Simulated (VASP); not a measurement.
# Ge (P6_3/mmc) in VASP: single point with r2SCAN

Aim: the single point of Ge with r2SCAN.

All numbers are computed with VASP 6.6.1; they aren't measurements. Logs are shortened: lines on timing, memory, paths and dates and some standing lists are left out, and cuts for length are marked.

## Step 1: The cell of the first run

The structure is hexagonal, space group P6_3/mmc (No. 194). Conventional cell: a = 4.003 Å, b = 4.003 Å, c = 13.153 Å, α = 90.00°, β = 90.00°, γ = 120.00°. Ge (site symmetry 3m) has 4 Ge at 2.45 Å within 3.2 Å. Ge (site symmetry 3m) has 4 Ge at 2.45 to 2.48 Å within 3.2 Å.

This isn't the form of Ge at room conditions, which is diamond.

## Step 2: Single point, r2SCAN

File POSCAR:

```
Ge
1.0
    4.0034553963      0.0000000000      0.0000000000
   -2.0017276981      3.4670940761      0.0000000000
    0.0000000000      0.0000000000     13.1526505068
Ge
8
Direct
    0.0000000000      0.0000000000      0.4068365158
    0.0000000000      0.0000000000      0.5931634842
    0.0000000000      0.0000000000      0.9068365158
    0.0000000000      0.0000000000      0.0931634842
    0.3333333333      0.6666666667      0.3441163200
    0.6666666667      0.3333333333      0.6558836800
    0.6666666667      0.3333333333      0.8441163200
    0.3333333333      0.6666666667      0.1558836800
```

File INCAR.step1:

```
PREC = Accurate
ENCUT = 550
ISMEAR = 0
SIGMA = 0.01
LREAL = F
LASPH = T
NELM = 120
NBANDS = 66
GGA = PE
ALGO = Normal
EDIFF = 1E-5
LWAVE = T
LCHARG = F
GGA_COMPAT = F
KPAR = 4
```

File INCAR.step2:

```
PREC = Accurate
ENCUT = 550
EDIFF = 1E-6
ISMEAR = 0
SIGMA = 0.01
LREAL = F
LASPH = T
NELM = 120
ALGO = Normal
ISIF = 2
LWAVE = F
LCHARG = F
METAGGA = R2SCAN
LMIXTAU = T
NBANDS = 66
ISTART = 1
GGA_COMPAT = F
KPAR = 4
```

File KPOINTS:

```
regular mesh
0
Gamma
  12 12 4
```

Potentials or basis: VASP PAW PBE potentials, release 64 (Ge_d).

Launch:

```console
> cat potpaw_PBE.64/Ge_d/POTCAR > POTCAR
> cp INCAR.step1 INCAR
> mpirun -np 4 vasp_std > vasp.out
> cp INCAR.step2 INCAR
> mpirun -np 4 vasp_std > vasp.out
```

OUTCAR:

```text
PREC = Accurate
   ENCUT = 550
   EDIFF = 1E-6
   ISMEAR = 0
   LREAL = F
   LASPH = T
   NELM = 120
   ISIF = 2
   METAGGA = R2SCAN
   ISTART = 1

 ion  position               nearest neighbor table
   1  0.000  0.000  0.407-   2 2.45   5 2.45   5 2.45   5 2.45
   2  0.000  0.000  0.593-   1 2.45   6 2.45   6 2.45   6 2.45
   3  0.000  0.000  0.907-   4 2.45   7 2.45   7 2.45   7 2.45
   4  0.000  0.000  0.093-   3 2.45   8 2.45   8 2.45   8 2.45
   5  0.333  0.667  0.344-   1 2.45   1 2.45   1 2.45   8 2.48
   6  0.667  0.333  0.656-   2 2.45   2 2.45   2 2.45   7 2.48
   7  0.667  0.333  0.844-   3 2.45   3 2.45   3 2.45   6 2.48
   8  0.333  0.667  0.156-   4 2.45   4 2.45   4 2.45   5 2.48

  LATTYP: Found a hexagonal cell.
 ALAT       =     4.0034553963
 C/A-ratio  =     3.2853246021

  Lattice vectors:

 A1 = (   4.0034553963,   0.0000000000,   0.0000000000)
 A2 = (  -2.0017276981,   3.4670940761,   0.0000000000)
 A3 = (   0.0000000000,   0.0000000000,  13.1526505068)

Analysis of symmetry for initial positions (statically):
=====================================================================
 Subroutine PRICEL returns:
 Original cell was already a primitive cell.

 Routine SETGRP: Setting up the symmetry group for a
 hexagonal supercell.

 Subroutine GETGRP returns: Found 24 space group operations
 (whereof 12 operations were pure point group operations)
 out of a pool of 24 trial point group operations.

The static configuration has the point symmetry D_3d.
 The point group associated with its full space group is D_6h.

Analysis of symmetry for dynamics (positions and initial velocities):
=====================================================================
 Subroutine PRICEL returns:
 Original cell was already a primitive cell.

 Routine SETGRP: Setting up the symmetry group for a
 hexagonal supercell.

 Subroutine GETGRP returns: Found 24 space group operations
 (whereof 12 operations were pure point group operations)
 out of a pool of 24 trial point group operations.

The dynamic configuration has the point symmetry D_3d.
 The point group associated with its full space group is D_6h.

 Subroutine INISYM returns: Found 24 space group operations
 (whereof 12 operations are pure point group operations),
 and found     1 'primitive' translations

----------------------------------------------------------------------------------------

                                     Primitive cell

  volume of cell :     182.5635

  direct lattice vectors                    reciprocal lattice vectors
     4.003455396  0.000000000  0.000000000     0.249784224  0.144212989  0.000000000
    -2.001727698  3.467094076  0.000000000     0.000000000  0.288425978  0.000000000
     0.000000000  0.000000000 13.152650507     0.000000000  0.000000000  0.076030303

  length of vectors
     4.003455396  4.003455396 13.152650507     0.288425978  0.288425978  0.076030303

  position of ions in fractional coordinates (direct lattice)
     0.000000000  0.000000000  0.406836516
     0.000000000  0.000000000  0.593163484
     0.000000000  0.000000000  0.906836516
     0.000000000  0.000000000  0.093163484
     0.333333333  0.666666667  0.344116320
     0.666666667  0.333333333  0.655883680
     0.666666667  0.333333333  0.844116320
     0.333333333  0.666666667  0.155883680

  ion indices of the primitive-cell ions
   primitive index   ion index
                 1           1
                 2           2
                 3           3
                 4           4
                 5           5
                 6           6
                 7           7
                 8           8

----------------------------------------------------------------------------------------

 KPOINTS: regular mesh

Automatic generation of k-mesh.
 Grid dimensions read from file:
 generate k-points for:   12   12    4

 Generating k-lattice:

  Cartesian coordinates                     Fractional coordinates (reciprocal lattice)
     0.020815352  0.012017749  0.000000000     0.083333333 -0.000000000  0.000000000
     0.000000000  0.024035498  0.000000000     0.000000000  0.083333333  0.000000000
     0.000000000  0.000000000  0.019007576     0.000000000  0.000000000  0.250000000

  Length of vectors
     0.024035498  0.024035498  0.019007576

  Shift w.r.t. Gamma in fractional coordinates (k-lattice)
     0.000000000  0.000000000  0.000000000

 Subroutine IBZKPT returns following result:
 ===========================================

 Found     57 irreducible k-points:

 Following reciprocal coordinates:
            Coordinates               Weight
  0.000000  0.000000  0.000000      1.000000
  0.083333 -0.000000  0.000000      6.000000
  0.166667 -0.000000  0.000000      6.000000
  0.250000  0.000000  0.000000      6.000000
  0.333333  0.000000  0.000000      6.000000
  0.416667  0.000000  0.000000      6.000000
[... 16 lines left out ...]
  0.250000  0.000000  0.250000     12.000000
  0.333333  0.000000  0.250000     12.000000
 [... further k-points ...]
   k-points           NKPTS =     57   k-points in BZ     NKDIM =     57   number of bands    NBANDS=     66
   number of dos      NEDOS =    301   number of ions     NIONS =      8
   total plane-waves  NPLWV = 110592
   dimension x,y,z NGX =    32 NGY =   32 NGZ =  108
   dimension x,y,z NGXF=    64 NGYF=   64 NGZF=  216
   ions per type =               8
   NGX,Y,Z   is equivalent  to a cutoff of  13.29, 13.29, 13.65 a.u.
   NGXF,Y,Z  is equivalent  to a cutoff of  26.58, 26.58, 27.30 a.u.
 SYSTEM =  unknown system
   PREC   = accura    normal or accurate (medium, high low for compatibility)
   ISTART =      1    job   : 0-new  1-cont  2-samecut
   ICHARG =      0    charge: 1-file 2-atom 10-const
   ISPIN  =      1    spin polarized calculation?
   LNONCOLLINEAR =      F non collinear calculations
   LSORBIT =      F    spin-orbit coupling
   LASPH  =      T    aspherical Exc in radial PAW
   ENCUT  =  550.0 eV  40.42 Ry    6.36 a.u.   7.66  7.66 25.15*2*pi/ulx,y,z
   NELM   =    120;   NELMIN=  2; NELMDL=  0     # of ELM steps
   EDIFF  = 0.1E-05   stopping-criterion for ELM
   LREAL  =      F    real-space projection
   EDIFFG = 0.1E-04   stopping-criterion for IOM
   NSW    =      0    number of steps for IOM
   IBRION =     -1    ionic relax: 0-MD 1-quasi-New 2-CG
   NFREE  =      0    steps in history (QN), initial steepest desc. (CG)
   ISIF   =      2    stress and relaxation
   ISYM   =      2    0-nonsym 1-usesym 2-fastsym
   POTIM  = 0.5000    time-step for ionic-motion
   TEBEG  =    0.0;   TEEND  =   0.0 temperature during run
   PSTRESS=    0.0 pullay stress
   NELECT =     112.0000    total number of electrons
   NUPDOWN=      -1.0000    fix difference up-down
   EMIN   =  10.00;   EMAX   =-10.00  energy-range for DOS
   EFERMI =   0.00;   METHOD = LEGACY
   ISMEAR =     0;   SIGMA  =   0.01  broadening in eV -4-tet -1-fermi 0-gaus
   EFERMI_NEDOS =   21; number of points for ismear=-14 and -15
   IALGO  =     38    algorithm
   IMIX   =      4    mixing-type and parameters
     AMIX     =   0.40;   BMIX     =  1.00
     AMIX_MAG =   1.60;   BMIX_MAG =  1.00
  volume/ion in A,a.u.               =      22.82       154.00
  Fermi-wavevector in a.u.,A,eV,Ry     =   1.391050  2.628704 26.327563  1.935021
  Thomas-Fermi vector in A             =   2.514927
   LORBIT       =      0    0 simple, 1 ext, 2 COOP (PROOUT), +10 PAW based schemes
   METAGGA = R2SCAN    functional components
   LHFCALC =     F    Hartree Fock is set to
   AEXX    =    0.0000 exact exchange contribution
   IVDW    =     0    specifies the selected vdW correction
   LEPSILON=     F    determine dielectric tensor
   LRPA    =     F    only Hartree local field effects (RPA)
 non-spin polarized calculation
 Gauss-broadening in eV      SIGMA  =   0.01
  energy-cutoff  :      550.00
  volume of cell :      182.56
 maximum number of plane-waves:      5409
 NGX is ok and might be reduce to    32
   NGX = 15   NGY = 15   NGZ = 51

 number of electron     112.0000025 magnetization

 Free energy of the ion-electron system (eV)
  ---------------------------------------------------
  ext. energy  EPLUGINS =         0.00000000
  ---------------------------------------------------
  free energy    TOTEN  =      -110.91841144 eV

  energy without entropy =     -110.91841144  energy(sigma->0) =     -110.91841144

 E-fermi :   4.9385     XC(G=0): -10.7760

 val. band max:        4.8066150876   @ k =   0.0000   0.0000   0.0000
 cond. band min:       5.0598794829   @ k =   0.0000   0.0000   0.0000
 fundamental gap:      0.2532643953
 Fermi energy:         4.9384861579

 k-point     1 :       0.0000    0.0000    0.0000
  band No.  band energies     occupation
      1     -20.7944      2.00000
      2     -20.7944      2.00000
      3     -20.7850      2.00000
      4     -20.7850      2.00000
      5     -20.7803      2.00000
      6     -20.7803      2.00000
[... 58 lines left out ...]
     65       8.1952      0.00000
     66       8.7417      0.00000

 k-point     2 :       0.0833   -0.0000    0.0000
  band No.  band energies     occupation
      1     -20.8004      2.00000
      2     -20.7962      2.00000
      3     -20.7868      2.00000
      4     -20.7863      2.00000
      5     -20.7845      2.00000
      6     -20.7821      2.00000
[... 58 lines left out ...]
     65       8.5136      0.00000
     66       8.5516      0.00000

 k-point     3 :       0.1667   -0.0000    0.0000
  band No.  band energies     occupation
      1     -20.8099      2.00000
      2     -20.7999      2.00000
      3     -20.7912      2.00000
      4     -20.7905      2.00000
      5     -20.7897      2.00000
      6     -20.7858      2.00000
[... 1438 lines left out ...]
     65       9.6483      0.00000
     66       9.9799      0.00000

 k-point    24 :       0.3333    0.0000    0.2500
  band No.  band energies     occupation
      1     -20.8172      2.00000
      2     -20.8043      2.00000
      3     -20.8032      2.00000
      4     -20.7986      2.00000
      5     -20.7916      2.00000
      6     -20.7887      2.00000
[... 58 lines left out ...]
     65      10.0929      0.00000
     66      10.0997      0.00000

 [... further k-points ...]

------------------------ aborting loop because EDIFF is reached ----------------------------------------

  FORCE on cell =-STRESS in cart. coord.  units (eV):
  Direction    XX          YY          ZZ          XY          YZ          ZX
  --------------------------------------------------------------------------------------
  -------------------------------------------------------------------------------------
  Total        0.1534842      0.1534842      0.1069666      0.0000000     -0.0000000      0.0000000
  in kB        1.3469780      1.3469780      0.9387394      0.0000000     -0.0000000      0.0000000
  external PRESSURE =       1.2108985 kB  Pullay stress =       0.0000000 kB

 VOLUME and BASIS-vectors are now :
 -----------------------------------------------------------------------------
  energy-cutoff  :      550.00
  volume of cell :      182.56
      direct lattice vectors                 reciprocal lattice vectors
     4.003455396  0.000000000  0.000000000     0.249784224  0.144212989  0.000000000
    -2.001727698  3.467094076  0.000000000     0.000000000  0.288425978  0.000000000
     0.000000000  0.000000000 13.152650507     0.000000000  0.000000000  0.076030303

 POSITION                                       TOTAL-FORCE (eV/Angst)
 -----------------------------------------------------------------------------------
      0.00000      0.00000      5.35098         0.000000      0.000000     -0.001693
      0.00000      0.00000      7.80167        -0.000000     -0.000000      0.001693
      0.00000      0.00000     11.92730         0.000000     -0.000000     -0.001693
      0.00000      0.00000      1.22535         0.000000      0.000000      0.001693
     -0.00000      2.31140      4.52604         0.000000      0.000000     -0.004062
      2.00173      1.15570      8.62661        -0.000000     -0.000000      0.004062
      2.00173      1.15570     11.10237        -0.000000      0.000000     -0.004062
     -0.00000      2.31140      2.05028        -0.000000     -0.000000      0.004062
 -----------------------------------------------------------------------------------
    total drift:                               -0.000000      0.000000      0.000000

  FREE ENERGIE OF THE ION-ELECTRON SYSTEM (eV)
  ---------------------------------------------------
  free  energy   TOTEN  =      -110.9184114386 eV

  energy  without entropy=     -110.9184114386  energy(sigma->0) =     -110.91841144
```

Wall time 9.7 min (4 MPI ranks of AMD EPYC 9R45 (Zen 5), shared host); peak memory 0.68 GiB.

Results:

* Free energy: -110.9184 eV
* Pressure: 0.1 GPa
* Largest force: 0.004 eV/Å
* Band gap on the k mesh: 0.25 eV

Forces in eV/Å, atoms in the order of the input:
```
Ge   0.000  0.000 -0.002
Ge   0.000  0.000  0.002
Ge   0.000  0.000 -0.002
Ge   0.000  0.000  0.002
Ge   0.000  0.000 -0.004
Ge   0.000  0.000  0.004
Ge   0.000  0.000 -0.004
Ge   0.000  0.000  0.004
```

Caveat: the PAW data sets were made with another functional, which shifts forces and pressure a little. A k mesh can miss the band edges.
